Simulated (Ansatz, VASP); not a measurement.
One calculation of PbF2, two programs

File INCAR:

```
SYSTEM = PbF2
PREC     = Accurate       ! precision mode
ENCUT    = 520            ! plane-wave cutoff, eV
EDIFF    = 1E-8           ! SCF threshold, eV
ISMEAR   = -1             ! smearing method
SIGMA    = 0.03           ! smearing width, eV
LREAL    = .False.        ! projectors in reciprocal space
LASPH    = .True.         ! aspherical terms in the spheres
NELM     = 80             ! most SCF steps
ALGO     = Normal         ! electronic algorithm
ISIF     = 2              ! what is computed and relaxed
LWAVE    = .False.        ! write WAVECAR
LCHARG   = .False.        ! write CHGCAR
GGA      = CA             ! functional
LEFG     = .True.       
NBANDS   = 21             ! bands
```

Contents of KPOINTS:

```
Automatic mesh
0
Gamma
  7 7 7
  0 0 0
```

POSCAR

```
PbF2
1.0
   -0.0593970000      2.9401515000      2.9401515000
    2.9401515000     -0.0593970000      2.9401515000
    2.9401515000      2.9401515000     -0.0593970000
Pb F
1 2
Direct
    0.0000000000      0.0000000000      0.0000000000
    0.2500000000      0.2500000000      0.2500000000
    0.7500000000      0.7500000000      0.7500000000
```

Input for Ansatz:

```yaml
crystal:
  lattice:
    - [-0.059397, 2.9401515, 2.9401515]
    - [2.9401515, -0.059397, 2.9401515]
    - [2.9401515, 2.9401515, -0.059397]
  atoms:
    - { symbol: Pb, position: [0.0, 0.0, 0.0] }
    - { symbol: F, position: [0.25, 0.25, 0.25] }
    - { symbol: F, position: [0.75, 0.75, 0.75] }
kpoints:
  mp_grid: { grid: [7, 7, 7] }
scf:
  occupations: { method: fermi_dirac, width: 0.03 }
hamiltonian:
  xc: lda
  pseudopotentials: { kind: all_electron, datasets: crystal }
output:
  forces: true
  stress: true
  eigenvalues: true
  efg: { contact_densities: true }
```

Change from the starting cell: equal xy, yz and zx shear strains of -2 %, crystal datasets.

Alike in both runs: task electric field gradients; functional LDA; k mesh 7 × 7 × 7; occupations fermi-dirac, width 0.03 eV; no spin polarisation.

|  | VASP | Ansatz |
| --- | --- | --- |
| version | VASP 6.6.1 | Ansatz 0.2.0 |
| potentials or method | VASP PAW LDA potentials, release 64 (Pb_d, F), cutoff 520 eV | all-electron PAW with datasets made for the crystal, scalar-relativistic |

|  | VASP | Ansatz | Ansatz less VASP |
| --- | --- | --- | --- |
| gap on the k mesh at the Fermi level (eV) | 4.23 | 4.25 | +0.025 |
| pressure (GPa) | -4.8 | -4.8 | +0.03 |
| traceless stress, the component that is largest in VASP (GPa) | 0.62 | 0.61 | -0.018 |
| rms of the force components (eV/Å) | 0.037 | 0.035 | -0.0018 |
| size of Vzz on the site where it differs most (V/Å²) | 43.9 | 51.5 | +7.53 |

LDA's correlation is that of Perdew and Zunger in VASP and of Perdew and Wang (1992) in Ansatz. Atom by atom the forces differ by 0.002 eV/Å (rms over components). Ansatz ran all-electron here, and VASP with PAW potentials.

Neither program's run includes spin-orbit coupling.
